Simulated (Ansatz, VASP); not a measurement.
# Cu in VASP and in Ansatz

Contents of INCAR:

```
ALGO     = Normal         # electronic algorithm
EDIFF    = 1E-6           # SCF threshold, eV
ENCUT    = 520            # plane-wave cutoff, eV
GGA      = CA             # functional
ISIF     = 2              # what is computed and relaxed
ISMEAR   = 1              # smearing method
LASPH    = T              # aspherical terms in the spheres
LCHARG   = F              # write CHGCAR
LREAL    = F              # projectors in reciprocal space
LWAVE    = F              # write WAVECAR
NBANDS   = 12             # bands
NELM     = 60             # most SCF steps
PREC     = Accurate       # precision mode
SIGMA    = 0.15           # smearing width, eV
```

File KPOINTS:

```
k-points
0
Gamma
  14 14 14
```

The input POSCAR:

```
Cu
1.0
    0.0000000000      1.8390784211      1.8390784211
    1.8390784211      0.0000000000      1.8390784211
    1.8390784211      1.8390784211      0.0000000000
Cu
1
Direct
    0.0000000000      0.0000000000      0.0000000000
```

Input for Ansatz:

```yaml
crystal:
  lattice:
    - [0.0, 1.8390784210557383, 1.8390784210557383]
    - [1.8390784210557383, 0.0, 1.8390784210557383]
    - [1.8390784210557383, 1.8390784210557383, 0.0]
  atoms:
    - { symbol: Cu, position: [0.0, 0.0, 0.0] }
basis:
  ecutwfc: 421.77648681281397
kpoints:
  mp_grid:
    grid: [14, 14, 14]
hamiltonian:
  xc: lda
scf:
  occupations:
    method: methfessel_paxton
    width: 0.15
output:
  stress: true
```

Alike in both runs: task single point; functional LDA; k mesh 14 × 14 × 14; occupations methfessel-paxton of order 1, width 0.15 eV; no spin polarisation.

|  | VASP | Ansatz |
| --- | --- | --- |
| version | VASP 6.6.1 | Ansatz 0.2.0 |
| potentials or method | VASP PAW LDA potentials, release 64 (Cu), cutoff 520 eV | plane waves, PAW |
| valence electrons in the cell | 11 | 19 |

VASP gave:

- pressure (GPa): -17.3

**Question.** What did Ansatz give for the same quantities?

**Answer.** Pressure (GPa): -18.1.

LDA's correlation is that of Perdew and Zunger in VASP and of Perdew and Wang (1992) in Ansatz. VASP's potentials hold 11 valence electrons a cell and Ansatz's 19, so a difference there can come from the potentials and not from the codes.
